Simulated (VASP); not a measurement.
# Si (I4_1/amd) in VASP: further runs

The runs below take Si through single point, with LDA.

Program: VASP 6.6.1. These are calculated values, not measurements. Logs are shortened: lines on timing, memory, paths and dates and some standing lists are left out, and cuts for length are marked.

### 1 The cell of the first run

It takes space group I4_1/amd (No. 141, tetragonal). Conventional cell: a = 3.801 Å, b = 3.801 Å, c = 5.418 Å, α = 90.00°, β = 90.00°, γ = 90.00°. Si (site symmetry -4m2) has 4 Si at 2.33 Å within 3.1 Å.

### 2 Single point, LDA (in-plane strain -0.005)

INCAR

```
PREC = Accurate
ENCUT = 520
EDIFF = 1E-7
ISMEAR = 0
SIGMA = 0.01
LREAL = False
LASPH = True
NELM = 80
ALGO = Normal
ISIF = 2
LWAVE = False
LCHARG = True
GGA = CA
LELF = True
LVHAR = True
NBANDS = 11
```

KPOINTS

```
regular mesh
0
Gamma
  8 8 8
```

POSCAR

```
Si
1.0
    2.6874740361      2.6874740361      0.0000000000
   -2.6874740361      2.6874740361      0.0000000000
    0.0000000000      2.6874740361      2.7090818675
Si
2
Direct
    0.2500000000      0.7500000000      0.5000000000
    0.0000000000      0.0000000000      0.0000000000
```

Potentials or basis: VASP PAW LDA potentials, release 64 (Si).

On the command line:

```console
cat potpaw_LDA.64/Si/POTCAR > POTCAR
mpirun -np 1 vasp_std > vasp.out
```

OUTCAR:

```text
PREC = Accurate
   ENCUT = 520
   EDIFF = 1E-7
   ISMEAR = 0
   LREAL = False
   LASPH = True
   NELM = 80
   ISIF = 2
   GGA = CA

 ion  position               nearest neighbor table
   1  0.250  0.750  0.500-   2 2.33   2 2.33   2 2.33   2 2.33
   2  0.000  0.000  0.000-   1 2.33   1 2.33   1 2.33   1 2.33

  LATTYP: Found a body centered tetragonal cell.
 ALAT       =     3.8006622304
 C/A-ratio  =     1.4255841237

  Lattice vectors:

 A1 = (   2.6874740361,   0.0000000000,  -2.7090818675)
 A2 = (  -2.6874740361,   0.0000000000,  -2.7090818675)
 A3 = (   0.0000000000,   2.6874740361,   2.7090818675)

Analysis of symmetry for initial positions (statically):
=====================================================================
 Subroutine PRICEL returns:
 Original cell was already a primitive cell.

 Routine SETGRP: Setting up the symmetry group for a
 body centered tetragonal supercell.

 Subroutine GETGRP returns: Found 16 space group operations
 (whereof  8 operations were pure point group operations)
 out of a pool of 16 trial point group operations.

The static configuration has the point symmetry D_2d.
 The point group associated with its full space group is D_4h.

Analysis of symmetry for dynamics (positions and initial velocities):
=====================================================================
 Subroutine PRICEL returns:
 Original cell was already a primitive cell.

 Routine SETGRP: Setting up the symmetry group for a
 body centered tetragonal supercell.

 Subroutine GETGRP returns: Found 16 space group operations
 (whereof  8 operations were pure point group operations)
 out of a pool of 16 trial point group operations.

The dynamic configuration has the point symmetry D_2d.
 The point group associated with its full space group is D_4h.

 Subroutine INISYM returns: Found 16 space group operations
 (whereof  8 operations are pure point group operations),
 and found     1 'primitive' translations

----------------------------------------------------------------------------------------

                                     Primitive cell

  volume of cell :      39.1328

  direct lattice vectors                    reciprocal lattice vectors
     2.687474036  2.687474036  0.000000000     0.186048309  0.186048309 -0.184564374
    -2.687474036  2.687474036  0.000000000    -0.186048309  0.186048309 -0.184564374
     0.000000000  2.687474036  2.709081868     0.000000000  0.000000000  0.369128749

  length of vectors
[... 91 lines left out ...]
   TEBEG  =    0.0;   TEEND  =   0.0 temperature during run
   PSTRESS=    0.0 pullay stress
   NELECT =       8.0000    total number of electrons
   NUPDOWN=      -1.0000    fix difference up-down
   EMIN   =  10.00;   EMAX   =-10.00  energy-range for DOS
   EFERMI =   0.00;   METHOD = LEGACY
   ISMEAR =     0;   SIGMA  =   0.01  broadening in eV -4-tet -1-fermi 0-gaus
   EFERMI_NEDOS =   21; number of points for ismear=-14 and -15
   IALGO  =     38    algorithm
   IMIX   =      4    mixing-type and parameters
     AMIX     =   0.40;   BMIX     =  1.00
     AMIX_MAG =   1.60;   BMIX_MAG =  1.00
  volume/ion in A,a.u.               =      19.57       132.04
  Fermi-wavevector in a.u.,A,eV,Ry     =   0.964402  1.822455 12.654377  0.930070
  Thomas-Fermi vector in A             =   2.094030
   LORBIT       =      0    0 simple, 1 ext, 2 COOP (PROOUT), +10 PAW based schemes
   GGA     = CA    functional components
   LHFCALC =     F    Hartree Fock is set to
   AEXX    =    0.0000 exact exchange contribution
   IVDW    =     0    specifies the selected vdW correction
   LEPSILON=     F    determine dielectric tensor
   LRPA    =     F    only Hartree local field effects (RPA)
 non-spin polarized calculation
 Gauss-broadening in eV      SIGMA  =   0.01
  energy-cutoff  :      520.00
  volume of cell :       39.13
 maximum number of plane-waves:      1064
   NGX = 15   NGY = 15   NGZ = 15

 number of electron       8.0000001 magnetization

 Free energy of the ion-electron system (eV)
  ---------------------------------------------------
  ext. energy  EPLUGINS =         0.00000000
  ---------------------------------------------------
  free energy    TOTEN  =       -11.91434786 eV

  energy without entropy =      -11.91434786  energy(sigma->0) =      -11.91434786

 E-fermi :   6.0768     XC(G=0):  -9.6917

 val. band max:        6.0270804682   @ k =   0.0000   0.0000   0.0000
 cond. band min:       6.4620901411   @ k =  -0.3750   0.3750   0.0000
 fundamental gap:      0.4350096729
 Fermi energy:         6.0767830422

 k-point     1 :       0.0000    0.0000    0.0000
  band No.  band energies     occupation
      1      -6.1078      2.00000
      2       5.9700      2.00000
      3       6.0271      2.00000
      4       6.0271      2.00000
      5       8.5319      0.00000
      6       8.5319      0.00000
      7       8.5601      0.00000
      8       9.4807      0.00000
      9      13.6718      0.00000
     10      13.7826      0.00000
     11      13.8211      0.00000
[... 309 lines left out ...]
 k-point    24 :       0.3750    0.0000    0.1250
  band No.  band energies     occupation
      1      -4.8261      2.00000
      2       1.3136      2.00000
      3       3.6053      2.00000
      4       5.2628      2.00000
      5       8.7445      0.00000
      6       9.6642      0.00000
      7       9.7854      0.00000
      8      12.2649      0.00000
      9      12.4505      0.00000
     10      15.7116      0.00000
     11      16.2011      0.00000

 [... further k-points ...]

------------------------ aborting loop because EDIFF is reached ----------------------------------------

  FORCE on cell =-STRESS in cart. coord.  units (eV):
  Direction    XX          YY          ZZ          XY          YZ          ZX
  --------------------------------------------------------------------------------------
  -------------------------------------------------------------------------------------
  Total        0.2460082      0.2460082      0.0543351      0.0000000      0.0000000      0.0000000
  in kB       10.0720890     10.0720890      2.2245928      0.0000000      0.0000000      0.0000000
  external PRESSURE =       7.4562569 kB  Pullay stress =       0.0000000 kB

 VOLUME and BASIS-vectors are now :
 -----------------------------------------------------------------------------
  energy-cutoff  :      520.00
  volume of cell :       39.13
      direct lattice vectors                 reciprocal lattice vectors
     2.687474036  2.687474036  0.000000000     0.186048309  0.186048309 -0.184564374
    -2.687474036  2.687474036  0.000000000    -0.186048309  0.186048309 -0.184564374
     0.000000000  2.687474036  2.709081868     0.000000000  0.000000000  0.369128749

 POSITION                                       TOTAL-FORCE (eV/Angst)
 -----------------------------------------------------------------------------------
     -1.34374      4.03121      1.35454         0.000000     -0.000000      0.000000
      0.00000      0.00000      0.00000        -0.000000      0.000000      0.000000
 -----------------------------------------------------------------------------------
    total drift:                                0.000000     -0.000000     -0.000000

  FREE ENERGIE OF THE ION-ELECTRON SYSTEM (eV)
  ---------------------------------------------------
  free  energy   TOTEN  =       -11.9143478623 eV

  energy  without entropy=      -11.9143478623  energy(sigma->0) =      -11.91434786
```

OSZICAR:

```text
N       E                     dE             d eps       ncg     rms          rms(c)
DAV:   1     0.519902509082E+01    0.51990E+01   -0.31320E+03  1298   0.560E+02
DAV:   2    -0.115874450349E+02   -0.16786E+02   -0.15958E+02  1688   0.835E+01
DAV:   3    -0.121870884994E+02   -0.59964E+00   -0.59798E+00  1668   0.132E+01
DAV:   4    -0.121919252805E+02   -0.48368E-02   -0.48363E-02  1517   0.150E+00
DAV:   5    -0.121919763580E+02   -0.51077E-04   -0.51077E-04  1681   0.146E-01    0.516E+00
DAV:   6    -0.120003213058E+02    0.19166E+00   -0.11273E-01  1460   0.133E+00    0.309E+00
DAV:   7    -0.119141954403E+02    0.86126E-01   -0.19789E-01  1474   0.182E+00    0.252E-01
DAV:   8    -0.119143677532E+02   -0.17231E-03   -0.81917E-03  1472   0.497E-01    0.837E-02
DAV:   9    -0.119143430347E+02    0.24719E-04   -0.21500E-04  1674   0.791E-02    0.637E-02
DAV:  10    -0.119143480501E+02   -0.50154E-05   -0.15824E-05  1495   0.232E-02    0.286E-02
DAV:  11    -0.119143478596E+02    0.19049E-06   -0.10553E-06  1483   0.530E-03    0.209E-03
DAV:  12    -0.119143478623E+02   -0.26895E-08   -0.22968E-08   898   0.957E-04
   1 F= -.11914348E+02 E0= -.11914348E+02  d E =-.411725E-15
```

stdout:

```text
POSCAR found type information on POSCAR Si
 POSCAR found :  1 types and       2 ions
 scaLAPACK will be used
 LDA part: xc-table for (Slater(with rela. corr.)+CA(PZ))
 , standard interpolation
 POSCAR, INCAR and KPOINTS ok, starting setup
 FFT: planning ... GRIDC
 FFT: planning ... GRID_SOFT
 FFT: planning ... GRID
 WAVECAR not read
 entering main loop
```

It took 24 s on 1 thread of Intel Xeon 6975P-C, shared host; peak memory 0.14 GiB.

What came out:

| Quantity | Value |
| --- | --- |
| Free energy | -11.9143 eV |
| Pressure | 0.7 GPa |
| Band gap on the k mesh | 0.43 eV, indirect (least direct gap 2.50 eV) |

Levels at points of the mesh, in eV from the valence-band top:
```tsv
k point	band 2	band 3	band 4	band 5	band 6	band 7
(0.00, 0.00, 0.00)	-0.06	0.00	0.00	2.50	2.50	2.53
(0.50, 0.00, 0.00)	-7.12	-1.27	-1.20	1.49	3.23	3.29
(0.50, 0.50, 0.00)	-7.89	-2.95	-2.95	0.52	0.52	10.14
(0.00, 0.00, 0.50)	-7.94	-2.89	-2.89	0.58	0.58	10.16
```

Caveat: the cell differs from its parent crystal (in-plane strain -0.005).

[end of part 1 of 2]
